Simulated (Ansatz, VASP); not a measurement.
**Ga2O3: VASP beside Ansatz**

```
CELL_PARAMETERS angstrom
6.12784 -1.51953 0.00253
6.12784 1.51953 0.00253
-1.38838 0.00000 5.63998
ATOMIC_POSITIONS crystal
Ga 0.09052 0.09052 0.79479
Ga 0.90948 0.90948 0.20521
Ga 0.65873 0.65873 0.31448
Ga 0.34127 0.34127 0.68552
O 0.16421 0.16421 0.10916
O 0.83579 0.83579 0.89084
O 0.17334 0.17334 0.56352
O 0.82666 0.82666 0.43648
O 0.49629 0.49629 0.25624
O 0.50371 0.50371 0.74376
```

Alike in both runs: functional r2SCAN; k mesh 8 × 8 × 4; occupations gaussian, width 0.02 eV; no spin polarisation.

Ansatz relaxed the structure, and its values are those at the end. VASP's run is a single point on that final structure, the one shown.

|  | VASP | Ansatz |
| --- | --- | --- |
| version | VASP 6.6.1 | Ansatz 0.2.0 |
| potentials or method | VASP PAW PBE potentials, release 64 (Ga_d, O), cutoff 520 eV | scalar-relativistic, plane waves, PAW |
| valence electrons in the cell | 88 | 88 |

```csv
,VASP,Ansatz,Ansatz less VASP
gap on the k mesh at the Fermi level (eV),3.01,3.03,+0.020
least direct gap on the mesh (eV),3.04,3.05,+0.017
pressure (GPa),1.8,0.0,-1.84
rms of the force components (eV/Å),0.035,0.000,-0.0350
```

VASP's potentials were made for PBE, not for r2SCAN.
